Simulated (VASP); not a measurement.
# BaTe (zincblende type) (F-43m) in VASP: notebook

BaTe (zincblende type) is run at these levels: PBE; tasks: electric field gradients, single point.

Program: VASP 6.6.1. These are calculated values, not measurements. Logs are shortened: lines on timing, memory, paths and dates and some standing lists are left out, and cuts for length are marked.

### Step 1. The cell of the first run

Symmetry: F-43m, No. 216, cubic system. Conventional cell: a = 7.936 Å, b = 7.936 Å, c = 7.936 Å, α = 90.00°, β = 90.00°, γ = 90.00°. Ba (site symmetry -43m) has 4 Te at 3.44 Å within 4.5 Å. Within 4.5 Å of Te (site symmetry -43m) lie 4 Ba at 3.44 Å.

### Step 2. Electric field gradients, PBE (62.48 Å³/atom)

File INCAR:

```
PREC     = Accurate       # precision mode
ENCUT    = 520            # plane-wave cutoff, eV
EDIFF    = 1E-8           # SCF threshold, eV
ISMEAR   = -1             # smearing method
SIGMA    = 0.05           # smearing width, eV
LREAL    = F              # projectors in reciprocal space
LASPH    = T              # aspherical terms in the spheres
NELM     = 80             # most SCF steps
ALGO     = Normal         # electronic algorithm
ISIF     = 2              # what is computed and relaxed
LWAVE    = F              # write WAVECAR
LCHARG   = F              # write CHGCAR
GGA      = PE             # functional
LEFG     = T            
NBANDS   = 15             # bands
```

File KPOINTS:

```
Automatic mesh
0
Gamma
  11 11 11
```

File POSCAR:

```
BaTe
1.0
    0.0000000000      3.9679978458      3.9679978458
    3.9679978458      0.0000000000      3.9679978458
    3.9679978458      3.9679978458      0.0000000000
Ba Te
1 1
Direct
    0.0000000000      0.0000000000      0.0000000000
    0.2500000000      0.2500000000      0.2500000000
```

Potentials or basis: VASP PAW PBE potentials, release 64 (Ba_sv, Te).

Launch:

```bash
> cat potpaw_PBE.64/Ba_sv/POTCAR potpaw_PBE.64/Te/POTCAR > POTCAR
> mpirun -np 1 vasp_std > vasp.out
```

OUTCAR:

```text
PREC = Accurate
   ENCUT = 520
   EDIFF = 1E-8
   ISMEAR = -1
   LREAL = F
   LASPH = T
   NELM = 80
   ISIF = 2
   GGA = PE

 ion  position               nearest neighbor table
   1  0.000  0.000  0.000-   2 3.44   2 3.44   2 3.44   2 3.44
   2  0.250  0.250  0.250-   1 3.44   1 3.44   1 3.44   1 3.44

  LATTYP: Found a face centered cubic cell.
 ALAT       =     7.9359956916

  Lattice vectors:

 A1 = (   0.0000000000,   3.9679978458,   3.9679978458)
 A2 = (   3.9679978458,   0.0000000000,   3.9679978458)
 A3 = (   3.9679978458,   3.9679978458,   0.0000000000)

Analysis of symmetry for initial positions (statically):
=====================================================================
 Subroutine PRICEL returns:
 Original cell was already a primitive cell.

 Routine SETGRP: Setting up the symmetry group for a
 face centered cubic supercell.

 Subroutine GETGRP returns: Found 24 space group operations
 (whereof 24 operations were pure point group operations)
 out of a pool of 48 trial point group operations.

The static configuration has the point symmetry T_d .

Analysis of symmetry for dynamics (positions and initial velocities):
=====================================================================
 Subroutine PRICEL returns:
 Original cell was already a primitive cell.

 Routine SETGRP: Setting up the symmetry group for a
 face centered cubic supercell.

 Subroutine GETGRP returns: Found 24 space group operations
 (whereof 24 operations were pure point group operations)
 out of a pool of 48 trial point group operations.

The dynamic configuration has the point symmetry T_d .

 Subroutine INISYM returns: Found 24 space group operations
 (whereof 24 operations are pure point group operations),
 and found     1 'primitive' translations

----------------------------------------------------------------------------------------

                                     Primitive cell

  volume of cell :     124.9523

  direct lattice vectors                    reciprocal lattice vectors
     0.000000000  3.967997846  3.967997846    -0.126008133  0.126008133  0.126008133
     3.967997846  0.000000000  3.967997846     0.126008133 -0.126008133  0.126008133
     3.967997846  3.967997846  0.000000000     0.126008133  0.126008133 -0.126008133

  length of vectors
     5.611596369  5.611596369  5.611596369     0.218252488  0.218252488  0.218252488

  position of ions in fractional coordinates (direct lattice)
     0.000000000  0.000000000  0.000000000
     0.250000000  0.250000000  0.250000000

  ion indices of the primitive-cell ions
   primitive index   ion index
                 1           1
                 2           2

----------------------------------------------------------------------------------------

 KPOINTS: Automatic mesh

Automatic generation of k-mesh.
 Grid dimensions read from file:
 generate k-points for:   11   11   11

 Generating k-lattice:

  Cartesian coordinates                     Fractional coordinates (reciprocal lattice)
    -0.011455285  0.011455285  0.011455285     0.090909091  0.000000000  0.000000000
     0.011455285 -0.011455285  0.011455285     0.000000000  0.090909091  0.000000000
     0.011455285  0.011455285 -0.011455285     0.000000000  0.000000000  0.090909091

  Length of vectors
     0.019841135  0.019841135  0.019841135

  Shift w.r.t. Gamma in fractional coordinates (k-lattice)
     0.000000000  0.000000000  0.000000000

 Subroutine IBZKPT returns following result:
 ===========================================

 Found     56 irreducible k-points:

 Following reciprocal coordinates:
            Coordinates               Weight
  0.000000  0.000000  0.000000      1.000000
  0.090909  0.000000  0.000000      8.000000
  0.181818  0.000000  0.000000      8.000000
  0.272727  0.000000  0.000000      8.000000
  0.363636  0.000000  0.000000      8.000000
  0.454545  0.000000  0.000000      8.000000
[... 16 lines left out ...]
 -0.272727  0.181818  0.000000     24.000000
 -0.181818  0.181818  0.000000     12.000000
 [... further k-points ...]
   k-points           NKPTS =     56   k-points in BZ     NKDIM =     56   number of bands    NBANDS=     15
   number of dos      NEDOS =    301   number of ions     NIONS =      2
   total plane-waves  NPLWV =  74088
   dimension x,y,z NGX =    42 NGY =   42 NGZ =   42
   dimension x,y,z NGXF=    84 NGYF=   84 NGZF=   84
   ions per type =               1   1
   NGX,Y,Z   is equivalent  to a cutoff of  12.44, 12.44, 12.44 a.u.
   NGXF,Y,Z  is equivalent  to a cutoff of  24.89, 24.89, 24.89 a.u.
 SYSTEM =  unknown system
   PREC   = accura    normal or accurate (medium, high low for compatibility)
   ISTART =      0    job   : 0-new  1-cont  2-samecut
   ICHARG =      2    charge: 1-file 2-atom 10-const
   ISPIN  =      1    spin polarized calculation?
   LNONCOLLINEAR =      F non collinear calculations
   LSORBIT =      F    spin-orbit coupling
   LASPH  =      T    aspherical Exc in radial PAW
   ENCUT  =  520.0 eV  38.22 Ry    6.18 a.u.  10.43 10.43 10.43*2*pi/ulx,y,z
   NELM   =     80;   NELMIN=  2; NELMDL= -5     # of ELM steps
   EDIFF  = 0.1E-07   stopping-criterion for ELM
   LREAL  =      F    real-space projection
   EDIFFG = 0.1E-06   stopping-criterion for IOM
   NSW    =      0    number of steps for IOM
   IBRION =     -1    ionic relax: 0-MD 1-quasi-New 2-CG
   NFREE  =      0    steps in history (QN), initial steepest desc. (CG)
   ISIF   =      2    stress and relaxation
   ISYM   =      2    0-nonsym 1-usesym 2-fastsym
   POTIM  = 0.5000    time-step for ionic-motion
   TEBEG  =    0.0;   TEEND  =   0.0 temperature during run
   PSTRESS=    0.0 pullay stress
   NELECT =      16.0000    total number of electrons
   NUPDOWN=      -1.0000    fix difference up-down
   EMIN   =  10.00;   EMAX   =-10.00  energy-range for DOS
   EFERMI =   0.00;   METHOD = LEGACY
   ISMEAR =    -1;   SIGMA  =   0.05  broadening in eV -4-tet -1-fermi 0-gaus
   EFERMI_NEDOS =   21; number of points for ismear=-14 and -15
   IALGO  =     38    algorithm
   IMIX   =      4    mixing-type and parameters
     AMIX     =   0.40;   BMIX     =  1.00
     AMIX_MAG =   1.60;   BMIX_MAG =  1.00
  volume/ion in A,a.u.               =      62.48       421.61
  Fermi-wavevector in a.u.,A,eV,Ry     =   0.825151  1.559309  9.263854  0.680874
  Thomas-Fermi vector in A             =   1.936960
   LORBIT       =      0    0 simple, 1 ext, 2 COOP (PROOUT), +10 PAW based schemes
   GGA     = PE    functional components
   LHFCALC =     F    Hartree Fock is set to
   AEXX    =    0.0000 exact exchange contribution
   IVDW    =     0    specifies the selected vdW correction
   LEPSILON=     F    determine dielectric tensor
   LRPA    =     F    only Hartree local field effects (RPA)
 non-spin polarized calculation
  energy-cutoff  :      520.00
  volume of cell :      124.95
 maximum number of plane-waves:      3395
 NGX is ok and might be reduce to    42
   NGX = 21   NGY = 21   NGZ = 21

 number of electron      16.0000000 magnetization

 Free energy of the ion-electron system (eV)
  ---------------------------------------------------
  ext. energy  EPLUGINS =         0.00000000
  ---------------------------------------------------
  free energy    TOTEN  =        -8.08585105 eV

  energy without entropy =       -8.08585105  energy(sigma->0) =       -8.08585105

 E-fermi :   1.0108     XC(G=0):  -6.5460

 val. band max:       -0.1508453180   @ k =  -0.3636   0.4545   0.1818
 cond. band min:       2.3796898304   @ k =   0.0000   0.0000   0.0000
 fundamental gap:      2.5305351483
 Fermi energy:         1.0108204814

 k-point     1 :       0.0000    0.0000    0.0000
  band No.  band energies     occupation
      1     -27.1549      2.00000
      2     -12.3285      2.00000
      3     -12.3285      2.00000
      4     -12.3285      2.00000
      5      -8.8140      2.00000
      6      -0.5254      2.00000
      7      -0.5254      2.00000
      8      -0.5254      2.00000
      9       2.3797      0.00000
     10       3.9386      0.00000
     11       3.9386      0.00000
     12       5.8051      0.00000
     13       5.8051      0.00000
     14       5.8051      0.00000
     15       7.5459      0.00000
[... 397 lines left out ...]
 k-point    24 :      -0.1818    0.1818    0.0000
  band No.  band energies     occupation
      1     -27.1532      2.00000
      2     -12.4107      2.00000
      3     -12.3465      2.00000
      4     -12.3348      2.00000
      5      -8.6610      2.00000
      6      -0.7567      2.00000
      7      -0.4320      2.00000
      8      -0.4139      2.00000
      9       3.5811      0.00000
     10       3.6313      0.00000
     11       3.9863      0.00000
     12       4.7744      0.00000
     13       5.5777      0.00000
     14       6.1117      0.00000
     15       6.5161      0.00000

 [... further k-points ...]
[... 5 lines left out ...]
  --------------------------------------------------------------------------------------
  -------------------------------------------------------------------------------------
  Total       -0.4025205     -0.4025205     -0.4025205     -0.0000000     -0.0000000      0.0000000
  in kB       -5.1612427     -5.1612427     -5.1612427     -0.0000000     -0.0000000      0.0000000
  external PRESSURE =      -5.1612427 kB  Pullay stress =       0.0000000 kB

 VOLUME and BASIS-vectors are now :
 -----------------------------------------------------------------------------
  energy-cutoff  :      520.00
  volume of cell :      124.95
      direct lattice vectors                 reciprocal lattice vectors
     0.000000000  3.967997846  3.967997846    -0.126008133  0.126008133  0.126008133
     3.967997846  0.000000000  3.967997846     0.126008133 -0.126008133  0.126008133
     3.967997846  3.967997846  0.000000000     0.126008133  0.126008133 -0.126008133

 POSITION                                       TOTAL-FORCE (eV/Angst)
 -----------------------------------------------------------------------------------
      0.00000      0.00000      0.00000        -0.000000     -0.000000     -0.000000
      1.98400      1.98400      1.98400         0.000000      0.000000      0.000000
 -----------------------------------------------------------------------------------
    total drift:                               -0.000000     -0.000000     -0.000000

  FREE ENERGIE OF THE ION-ELECTRON SYSTEM (eV)
  ---------------------------------------------------
  free  energy   TOTEN  =        -8.0858510469 eV

  energy  without entropy=       -8.0858510468  energy(sigma->0) =       -8.08585105

 Electric field gradients (V/A^2)
---------------------------------------------------------------------
 ion       V_xx      V_yy      V_zz      V_xy      V_xz      V_yz
---------------------------------------------------------------------
   1      -0.000     0.000     0.000    -0.000    -0.000    -0.000
   2      -0.000    -0.000    -0.000     0.000     0.000     0.000
---------------------------------------------------------------------

 Electric field gradients after diagonalization (V/A^2)
 (convention: |V_zz| > |V_xx| > |V_yy|)
----------------------------------------------------------------------
 ion       V_xx      V_yy      V_zz     asymmetry (V_yy - V_xx)/ V_zz
----------------------------------------------------------------------
   1       0.000     0.000    -0.000       0.000
   2      -0.000    -0.000     0.000       0.000
----------------------------------------------------------------------

           NMR quadrupolar parameters

 Cq : quadrupolar parameter    Cq=e*Q*V_zz/h
 eta: asymmetry parameters     (V_yy - V_xx)/ V_zz
 Q  : nuclear electric quadrupole moment in mb (millibarn)
----------------------------------------------------------------------
 ion       Cq(MHz)       eta       Q (mb)
----------------------------------------------------------------------
   1      -0.000       0.000       1.000
   2       0.000       0.000       1.000
----------------------------------------------------------------------
```

Wall time 67 s (1 thread of Intel Xeon 6975P-C (Granite Rapids), shared host); peak memory 0.32 GiB.

Results:

```yaml
Free_energy: -8.0859 eV
Pressure: -0.5 GPa
Band_gap_on_the_k_mesh: 2.53 eV (least direct gap 2.91 eV)
Largest_electric_field_gradient_by_atom: under 0.05 V/Å² on every atom
```

Caveat: spin-orbit coupling is left out, which moves the levels of the heavy elements; an odd mesh through Γ misses points on the zone boundary, where band edges can lie.

(Part 1 of 2 ends here.)
